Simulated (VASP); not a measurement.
Cs: single point with PBE0

Cs:

```
CELL_PARAMETERS angstrom
-3.12847 3.12847 3.12847
3.12847 -3.12847 3.12847
3.12847 3.12847 -3.12847
ATOMIC_POSITIONS crystal
Cs 0.00000 0.00000 0.00000
```

| Property | Result |
| --- | --- |
| Program | VASP 6.6.1 |
| Task | single point |
| Functional | PBE0 |
| Potentials or basis | VASP PAW PBE potentials, release 64 (Cs_sv) |
| Cutoff | 520 eV |
| k mesh | 4 × 4 × 4 |
| Occupations | fermi-dirac, width 0.05 eV |
| Spin | no spin polarisation |
| Dipole correction | no |
| Grid for exact exchange (PRECFOCK) | Normal |
| Further INCAR settings | ALGO = Normal; EDIFF = 1e-06; NBANDS = 10 |
| Share of exact exchange | 0.25 |

* Pressure: 0.0 GPa
* Band gap on the k mesh: zero (an odd number of electrons rules out a gap without spin polarisation)

Levels at points of the mesh, in eV from the Fermi level:
| k point | band 1 | band 2 | band 3 | band 4 | band 5 | band 6 | band 7 | band 8 |
| --- | --- | --- | --- | --- | --- | --- | --- | --- |
| (0.00, 0.00, 0.00) | -26.45 | -12.18 | -12.18 | -12.18 | -2.31 | 3.19 | 3.19 | 3.19 |
| (0.50, 0.00, 0.00) | -26.45 | -12.29 | -12.22 | -12.18 | 0.41 | 1.08 | 2.29 | 3.84 |
| (0.50, 0.50, 0.50) | -26.44 | -12.26 | -12.26 | -12.26 | 1.21 | 1.21 | 3.38 | 3.38 |

It took 3 min on 1 thread of Intel(R) Xeon(R) Platinum 8259CL CPU @ 2.50GHz (Skylake/Cascade Lake), with other jobs on the host, peak memory 0.25 GiB.

Caveat: the PAW data sets were made with another functional, which shifts forces and pressure a little; spin-orbit coupling is left out, which moves the levels of the heavy elements.
